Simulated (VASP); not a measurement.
# Ge (Cmmm) in VASP: settings compared

Ge is run at these levels: PBE, BLYP+D3(BJ), LDA; tasks: single point, relaxation of cell and atoms.

Everything below comes from runs of VASP 6.6.1. Logs are shortened: lines on timing, memory, paths and dates and some standing lists are left out, and cuts for length are marked.

### 1 The cell of the first run

The structure is orthorhombic, space group Cmmm (No. 65). Conventional cell: a = 2.794 Å, b = 5.201 Å, c = 2.698 Å, α = 90.00°, β = 90.00°, γ = 90.00°. Within 3.6 Å of Ge (site symmetry mmm) lie 8 Ge at 2.70 to 2.95 Å.

### 2 Single point, PBE

INCAR reads:

```
PREC = Accurate ; ENCUT = 520
EDIFF = 1E-7 ; ISMEAR = 0
SIGMA = 0.03 ; LREAL = F
LASPH = T ; NELM = 100
ALGO = Normal ; ISIF = 2
LWAVE = F ; LCHARG = T
GGA = PE ; LELF = T
LVHAR = T ; NBANDS = 13
```

KPOINTS reads:

```
regular mesh
0
Gamma
  11 11 10
```

POSCAR reads:

```
Ge
1.0
    1.3971490000     -2.6005160000      0.0000000000
    1.3971490000      2.6005160000      0.0000000000
    0.0000000000      0.0000000000      2.6982310000
Ge
1
Direct
    0.5000000000      0.5000000000      0.0000000000
```

Potentials or basis: VASP PAW PBE potentials, release 64 (Ge_d).

The run is started by

```console
> cat potpaw_PBE.64/Ge_d/POTCAR > POTCAR
> mpirun -np 1 vasp_std > vasp.out
```

OUTCAR:

```text
PREC = Accurate
   ENCUT = 520
   EDIFF = 1E-7
   ISMEAR = 0
   LREAL = F
   LASPH = T
   NELM = 100
   ISIF = 2
   GGA = PE

 ion  position               nearest neighbor table
   1  0.500  0.500  0.000-

  LATTYP: Found a base centered orthorhombic cell.
 ALAT       =     2.7942980000
 B/A-ratio  =     1.8613018368
 C/A-ratio  =     0.9656203454

  Lattice vectors:

 A1 = (   1.3971490000,  -2.6005160000,   0.0000000000)
 A2 = (   1.3971490000,   2.6005160000,   0.0000000000)
 A3 = (   0.0000000000,   0.0000000000,   2.6982310000)

Analysis of symmetry for initial positions (statically):
=====================================================================
 Subroutine PRICEL returns:
 Original cell was already a primitive cell.

 Routine SETGRP: Setting up the symmetry group for a
 base centered orthorhombic supercell.

 Subroutine GETGRP returns: Found  8 space group operations
 (whereof  8 operations were pure point group operations)
 out of a pool of  8 trial point group operations.

The static configuration has the point symmetry D_2h.

Analysis of symmetry for dynamics (positions and initial velocities):
=====================================================================
 Subroutine PRICEL returns:
 Original cell was already a primitive cell.

 Routine SETGRP: Setting up the symmetry group for a
 base centered orthorhombic supercell.

 Subroutine GETGRP returns: Found  8 space group operations
 (whereof  8 operations were pure point group operations)
 out of a pool of  8 trial point group operations.

The dynamic configuration has the point symmetry D_2h.

 Subroutine INISYM returns: Found  8 space group operations
 (whereof  8 operations are pure point group operations),
 and found     1 'primitive' translations

----------------------------------------------------------------------------------------

                                     Primitive cell

  volume of cell :      19.6070

  direct lattice vectors                    reciprocal lattice vectors
     1.397149000 -2.600516000  0.000000000     0.357871637 -0.192269534  0.000000000
     1.397149000  2.600516000  0.000000000     0.357871637  0.192269534  0.000000000
     0.000000000  0.000000000  2.698231000     0.000000000  0.000000000  0.370613191

  length of vectors
     2.952068562  2.952068562  2.698231000     0.406250763  0.406250763  0.370613191

  position of ions in fractional coordinates (direct lattice)
[... 79 lines left out ...]
   EDIFFG = 0.1E-05   stopping-criterion for IOM
   NSW    =      0    number of steps for IOM
   IBRION =     -1    ionic relax: 0-MD 1-quasi-New 2-CG
   NFREE  =      0    steps in history (QN), initial steepest desc. (CG)
   ISIF   =      2    stress and relaxation
   ISYM   =      2    0-nonsym 1-usesym 2-fastsym
   POTIM  = 0.5000    time-step for ionic-motion
   TEBEG  =    0.0;   TEEND  =   0.0 temperature during run
   PSTRESS=    0.0 pullay stress
   NELECT =      14.0000    total number of electrons
   NUPDOWN=      -1.0000    fix difference up-down
   EMIN   =  10.00;   EMAX   =-10.00  energy-range for DOS
   EFERMI =   0.00;   METHOD = LEGACY
   ISMEAR =     0;   SIGMA  =   0.03  broadening in eV -4-tet -1-fermi 0-gaus
   EFERMI_NEDOS =   21; number of points for ismear=-14 and -15
   IALGO  =     38    algorithm
   IMIX   =      4    mixing-type and parameters
     AMIX     =   0.40;   BMIX     =  1.00
     AMIX_MAG =   1.60;   BMIX_MAG =  1.00
  volume/ion in A,a.u.               =      19.61       132.31
  Fermi-wavevector in a.u.,A,eV,Ry     =   1.463234  2.765111 29.130796  2.141053
  Thomas-Fermi vector in A             =   2.579353
   LORBIT       =      0    0 simple, 1 ext, 2 COOP (PROOUT), +10 PAW based schemes
   GGA     = PE    functional components
   LHFCALC =     F    Hartree Fock is set to
   AEXX    =    0.0000 exact exchange contribution
   IVDW    =     0    specifies the selected vdW correction
   LEPSILON=     F    determine dielectric tensor
   LRPA    =     F    only Hartree local field effects (RPA)
 non-spin polarized calculation
 Gauss-broadening in eV      SIGMA  =   0.03
  energy-cutoff  :      520.00
  volume of cell :       19.61
 maximum number of plane-waves:       542
 NGX is ok and might be reduce to    24
   NGX = 11   NGY = 11   NGZ = 11

 number of electron      14.0000003 magnetization

 Free energy of the ion-electron system (eV)
  ---------------------------------------------------
  ext. energy  EPLUGINS =         0.00000000
  ---------------------------------------------------
  free energy    TOTEN  =        -4.26689989 eV

  energy without entropy =       -4.26659602  energy(sigma->0) =       -4.26674796

 E-fermi :   6.1996     XC(G=0): -11.0383

 val. band max:        6.1970313782   @ k =   0.4545   0.0909   0.4000
 cond. band min:       6.2147979604   @ k =   0.1818   0.1818   0.3000
 fundamental gap:      0.0177665822
 Fermi energy:         6.1996371050

 k-point     1 :       0.0000    0.0000    0.0000
  band No.  band energies     occupation
      1     -18.5240      2.00000
      2     -18.4714      2.00000
      3     -18.4208      2.00000
      4     -18.3151      2.00000
      5     -18.2943      2.00000
      6      -6.6457      2.00000
      7      12.8819      0.00000
      8      13.3517      0.00000
      9      14.8621      0.00000
     10      16.3758      0.00000
     11      18.7117      0.00000
     12      21.0928      0.00000
     13      21.2210      0.00000
[... 354 lines left out ...]
  band No.  band energies     occupation
      1     -18.5153      2.00000
      2     -18.4674      2.00000
      3     -18.3960      2.00000
      4     -18.3268      2.00000
      5     -18.2965      2.00000
      6      -5.9388      2.00000
      7       8.4560      0.00000
      8      13.4310      0.00000
      9      13.5439      0.00000
     10      16.8169      0.00000
     11      18.3410      0.00000
     12      24.0007      0.00000
     13      24.0382      0.00000

 [... further k-points ...]
[... 5 lines left out ...]
  --------------------------------------------------------------------------------------
  -------------------------------------------------------------------------------------
  Total        0.1322368     -0.3462394     -0.0192412      0.0000000      0.0000000      0.0000000
  in kB       10.8056635    -28.2927853     -1.5722880      0.0000000      0.0000000      0.0000000
  external PRESSURE =      -6.3531366 kB  Pullay stress =       0.0000000 kB

 VOLUME and BASIS-vectors are now :
 -----------------------------------------------------------------------------
  energy-cutoff  :      520.00
  volume of cell :       19.61
      direct lattice vectors                 reciprocal lattice vectors
     1.397149000 -2.600516000  0.000000000     0.357871637 -0.192269534  0.000000000
     1.397149000  2.600516000  0.000000000     0.357871637  0.192269534  0.000000000
     0.000000000  0.000000000  2.698231000     0.000000000  0.000000000  0.370613191

 POSITION                                       TOTAL-FORCE (eV/Angst)
 -----------------------------------------------------------------------------------
      1.39715      0.00000      0.00000         0.000000     -0.000000      0.000000
 -----------------------------------------------------------------------------------
    total drift:                               -0.000000     -0.000000     -0.000000

  FREE ENERGIE OF THE ION-ELECTRON SYSTEM (eV)
  ---------------------------------------------------
  free  energy   TOTEN  =        -4.2668998947 eV

  energy  without entropy=       -4.2665960171  energy(sigma->0) =       -4.26674796
```

Run time: 55 s. Hardware: 1 thread of Intel Xeon 8259CL, shared host; peak memory 0.17 GiB.

What came out:

```yaml
Free_energy: -4.2669 eV
Pressure: -0.6 GPa
Band_gap_on_the_k_mesh: zero (bands 7 and 8 overlap by 9.06 eV)
```

Stress tensor (GPa, compression positive):
```
 1.08  0.00  0.00
 0.00 -2.83  0.00
 0.00  0.00 -0.16
```

Levels at points of the mesh, in eV from the Fermi level:
```tsv
k point	band 5	band 6	band 7	band 8	band 9	band 10
(0.00, 0.00, 0.00)	-24.49	-12.85	6.68	7.15	8.66	10.18
(0.00, 0.00, 0.50)	-24.53	-9.08	-5.66	9.98	11.49	16.04
```

### 3 Relaxation of cell and atoms, BLYP+D3(BJ)

INCAR reads:

```
  PREC = Accurate
  ENCUT = 600
  EDIFF = 1E-7
  ISMEAR = -1
  SIGMA = 0.05
  LREAL = F
  LASPH = T
  NELM = 80
  ALGO = Normal
  ISIF = 3
  LWAVE = F
  LCHARG = F
  GGA = B5
  ALDAX = 1.0
  AGGAX = 1.0
  AGGAC = 1.0
  ALDAC = 0.0
  IVDW = 12
  VDW_S6 = 1.0
  VDW_S8 = 2.6996
  VDW_A1 = 0.4298
  VDW_A2 = 4.2359
  IBRION = 2
  NSW = 60
  EDIFFG = -0.01
```

KPOINTS is that of step 2.

POSCAR is that of step 2.

Potentials or basis: VASP PAW PBE potentials, release 64 (Ge_d).

The run is started by

```console
> cat potpaw_PBE.64/Ge_d/POTCAR > POTCAR
> mpirun -np 1 vasp_std > vasp.out
```

Wall time 7.3 min (1 thread of Intel Xeon 8259CL, shared host); peak memory 0.2 GiB.

Results (log left out):

- Free energy: -4.2048 eV
- Relaxed volume: 19.35 Å³/atom
- Relaxed cell: a = 2.867 Å, b = 2.867 Å, c = 2.716 Å, α = 90.00°, β = 90.00°, γ = 119.92°
- Space group after relaxing (to 0.1 Å): P6/mmm (No. 191)
- Energy gained by relaxing: 6.6 meV/atom
- Ionic steps: 12
- Pressure after relaxing: 0.0 GPa
- Band gap on the k mesh: zero (bands 7 and 8 overlap by 8.49 eV)
- Dispersion energy per atom: -0.794 eV

The path:
| step | energy change (eV) | largest force (eV/Å) | pressure (GPa) | volume (Å³) |
| --- | --- | --- | --- | --- |
| 1 | 0.0000 | 0.0000 | -0.80 | 19.61 |
| 2 | -0.0043 | 0.0000 | 0.02 | 19.33 |
| 3 | -0.0052 | 0.0000 | 0.55 | 19.17 |
| 4 | -0.0052 | 0.0000 | 0.81 | 19.13 |
| 5 | -0.0063 | 0.0000 | 0.03 | 19.33 |
| 6 | -0.0063 | 0.0000 | -0.28 | 19.43 |
| 7 | -0.0064 | 0.0000 | -0.17 | 19.40 |
| 8 | -0.0065 | 0.0000 | -0.10 | 19.38 |
| 9 | -0.0065 | 0.0000 | -0.16 | 19.36 |
| 10 | -0.0065 | 0.0000 | 0.05 | 19.33 |
| 11 | -0.0066 | 0.0000 | -0.04 | 19.35 |
| 12 | -0.0066 | 0.0000 | 0.00 | 19.35 |

Final structure:
```
Ge
1.0
     1.43530   -2.48178    0.00000
     1.43530    2.48178    0.00000
     0.00000    0.00000    2.71574
Ge
1
Cartesian
  1.4353 0.0000 0.0000
```

Levels at points of the mesh, in eV from the Fermi level:
```tsv
k point	band 5	band 6	band 7	band 8	band 9	band 10
(0.00, 0.00, 0.00)	-24.53	-12.99	6.21	8.05	8.08	10.13
(0.00, 0.00, 0.50)	-24.57	-9.44	-5.61	10.68	10.72	16.99
```

Caveat: the PAW data sets were made with another functional, which shifts forces and pressure a little.

### 4 Single point, LDA

INCAR reads:

```
PREC     = Accurate       # precision mode
ENCUT    = 520            # plane-wave cutoff, eV
EDIFF    = 1E-6           # SCF threshold, eV
ISMEAR   = 1              # smearing method
SIGMA    = 0.05           # smearing width, eV
LREAL    = False          # projectors in reciprocal space
LASPH    = True           # aspherical terms in the spheres
NELM     = 80             # most SCF steps
ALGO     = Normal         # electronic algorithm
ISIF     = 2              # what is computed and relaxed
LWAVE    = False          # write WAVECAR
LCHARG   = True           # write CHGCAR
GGA      = CA             # functional
LELF     = True           # ELF
LVHAR    = True         
NBANDS   = 13             # bands
```

KPOINTS reads:

```
regular mesh
0
Gamma
  8 8 7
```

POSCAR is that of step 3.

Potentials or basis: VASP PAW LDA potentials, release 64 (Ge_d).

The run is started by

```console
> cat potpaw_LDA.64/Ge_d/POTCAR > POTCAR
> mpirun -np 1 vasp_std > vasp.out
```

Wall time 8.4 s (1 thread of Intel Xeon Platinum 8259CL at 2.50GHz (Skylake/Cascade Lake), shared host); peak memory 0.13 GiB.

The run converged. Its results:

```
Free energy            : -4.9505 eV
Pressure               : -5.8 GPa
Band gap on the k mesh : zero (bands 7 and 8 overlap by 8.53 eV)
```

Stress tensor (GPa, compression positive):
```
-3.64  0.00  0.00
 0.00 -7.91  0.00
 0.00  0.00 -5.88
```

Levels at points of the mesh, in eV from the Fermi level:
```tsv
k point	band 3	band 4	band 5	band 6	band 7	band 8	band 9	band 10	band 11	band 12
(0.00, 0.00, 0.00)	-24.46	-24.35	-24.34	-12.61	6.85	7.29	8.78	10.52	12.80	15.14
(0.50, 0.00, 0.00)	-24.39	-24.36	-24.36	-7.59	-5.00	3.66	7.80	10.65	16.76	16.83
(0.50, 0.50, 0.00)	-24.39	-24.37	-24.35	-8.45	-5.21	5.42	9.48	10.00	16.05	16.47
```

Caveat: the cell stands under tension.

### 5 Overview

```tsv
task	level	potentials or basis	cell	k mesh	cutoff (eV)	smearing	gap on the mesh (eV)	pressure (GPa)
single point	PBE	VASP PAW PBE potentials, release 64 (Ge_d)	as given	11 × 11 × 10	520	gaussian 0.03 eV	none	-0.6
relaxation of cell and atoms	BLYP+D3(BJ)	VASP PAW PBE potentials, release 64 (Ge_d)	relaxed	11 × 11 × 10	600	fermi-dirac 0.05 eV	none	0.0
single point	LDA	VASP PAW LDA potentials, release 64 (Ge_d)	as given	8 × 8 × 7	520	methfessel-paxton 0.05 eV	none	-5.8
```

Alike in all rows: no spin polarisation.

Caveats: the PAW data sets were made with another functional, which shifts forces and pressure a little (at least some runs); the cell stands under tension (at least some runs).

Total energies depend on the potentials used, so only differences within one code and one set of settings carry meaning.
